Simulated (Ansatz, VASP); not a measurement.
# One calculation of CuI, two programs

```
I Cu
1.0
     0.00000    2.96962    2.96962
     2.96962    0.00000    2.96962
     2.96962    2.96962    0.00000
I Cu
1 1
Cartesian
  0.0000 0.0000 0.0000
  4.4544 4.4544 4.4544
```

Change from the starting cell: volume scaled by 0.94.

Alike in both runs: task single point; functional PBEsol; k mesh 8 × 8 × 8; occupations fermi-dirac, width 0.05 eV; no spin polarisation.

|  | VASP | Ansatz |
| --- | --- | --- |
| version | VASP 6.6.1 | Ansatz 0.2.0 |
| potentials or method | VASP PAW PBE potentials, release 64 (I, Cu), cutoff 520 eV | all-electron LAPW, scalar-relativistic |

|  | VASP | Ansatz | Ansatz less VASP |
| --- | --- | --- | --- |
| gap on the k mesh at the Fermi level (eV) | 1.20 | 1.17 | -0.024 |
| least direct gap on the mesh (eV) | 1.20 | 1.17 | -0.024 |
| pressure (GPa) | 0.4 | 0.0 | -0.41 |

VASP's potentials were made for PBE, not for PBEsol. Ansatz ran all-electron here, and VASP with PAW potentials.

Spin-orbit coupling is off throughout.
